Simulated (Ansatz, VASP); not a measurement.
## Two plane-wave programs on CdS

```
Cd S
1.0
     3.84104    0.00000    0.00000
    -1.92052    3.32644    0.00000
     0.00000    0.00000    6.44527
Cd S
2 2
Direct
  0.00000 0.00000 0.00000
  0.00000 0.00000 0.50000
  0.33333 0.66667 0.25000
  0.66667 0.33333 0.75000
```

Alike in both runs: task single point; functional r2SCAN; k mesh 12 × 12 × 4; no spin polarisation.

```csv
,VASP,Ansatz
version,VASP 6.6.1,Ansatz 0.2.0
potentials or method,"VASP PAW PBE potentials, release 64 (Cd, S)","plane waves, PAW"
plane-wave cutoff (eV),520,500
occupations,"gaussian, width 0.01 eV",fixed
valence electrons in the cell,36,52
```

Ansatz gave:

* gap on the k mesh at the Fermi level (eV): 1.26
* pressure (GPa): 0.0

Q: What did VASP give for the same quantities?

A: gap on the k mesh at the Fermi level (eV): 1.24; pressure (GPa): 0.5.

VASP's potentials were made for PBE, not for r2SCAN. VASP's potentials hold 36 valence electrons a cell and Ansatz's 52, so a difference there can come from the potentials and not from the codes.
